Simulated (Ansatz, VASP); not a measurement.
**One calculation of TiAl3, two programs**

```
Ti Al
1.0
     2.78139    0.00000    0.00000
     0.00000    4.67077    0.00000
     0.00000    0.00000    4.89254
Ti Al
1 3
Cartesian
  0.0000 2.3354 0.7984
  1.3907 2.3354 3.2490
  1.3907 0.0000 1.6296
  0.0000 0.0000 4.1081
```

Alike in both runs: functional PBEsol; k mesh 14 × 10 × 10; occupations gaussian, width 0.1 eV; no spin polarisation.

Ansatz relaxed the structure, and its values are those at the end. VASP's run is a single point on that final structure, the one shown.

```csv
,VASP,Ansatz
version,VASP 6.6.1,Ansatz 0.2.0
potentials or method,"VASP PAW PBE potentials, release 64 (Ti_sv, Al), cutoff 520 eV","scalar-relativistic, plane waves, PAW"
valence electrons in the cell,21,21
```

Ansatz gave:

```
gap on the k mesh at the Fermi level (eV) : none
pressure (GPa)                            : 0.0
```

Problem. Which values does VASP return?

Solution. gap on the k mesh at the Fermi level (eV): none; pressure (GPa): 0.1.

VASP's potentials were made for PBE, not for PBEsol, and Ansatz warns of the same on its side. A gap of «none» marks a metal or a gap that the smearing closes.
